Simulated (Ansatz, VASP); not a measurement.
# SiC in VASP and in Ansatz

```
CELL_PARAMETERS angstrom
4.34800 0.00000 0.00000
0.00000 2.17400 -2.17400
0.00000 6.52200 6.52200
ATOMIC_POSITIONS crystal
Si 0.00000 0.00000 0.00000
Si 0.50000 0.50000 0.16667
Si 0.00000 0.00000 0.33333
Si 0.50000 0.50000 0.50000
Si 0.00000 0.00000 0.66667
Si 0.50000 0.50000 0.83333
C 0.75000 0.00000 0.50000
C 0.25000 0.50000 0.66667
C 0.75000 0.00000 0.83333
C 0.25000 0.50000 0.00000
C 0.75000 0.00000 0.16667
C 0.25000 0.50000 0.33333
```

Alike in both runs: task single point; functional r2SCAN; k mesh 6 × 9 × 3; occupations gaussian, width 0.05 eV; no spin polarisation.

```csv
,VASP,Ansatz
version,VASP 6.6.1,Ansatz 0.2.0
potentials or method,"VASP PAW PBE potentials, release 64 (Si, C), cutoff 520 eV","scalar-relativistic, plane waves, PAW"
valence electrons in the cell,48,48
```

```tsv
	VASP	Ansatz	Ansatz less VASP
gap on the k mesh at the Fermi level (eV)	1.72	1.71	-0.011
least direct gap on the mesh (eV)	1.72	1.71	-0.011
pressure (GPa)	1.1	1.3	+0.19
```

VASP's potentials were made for PBE, not for r2SCAN. The functional is the same, so the differences come from potentials, cutoffs and numerics.
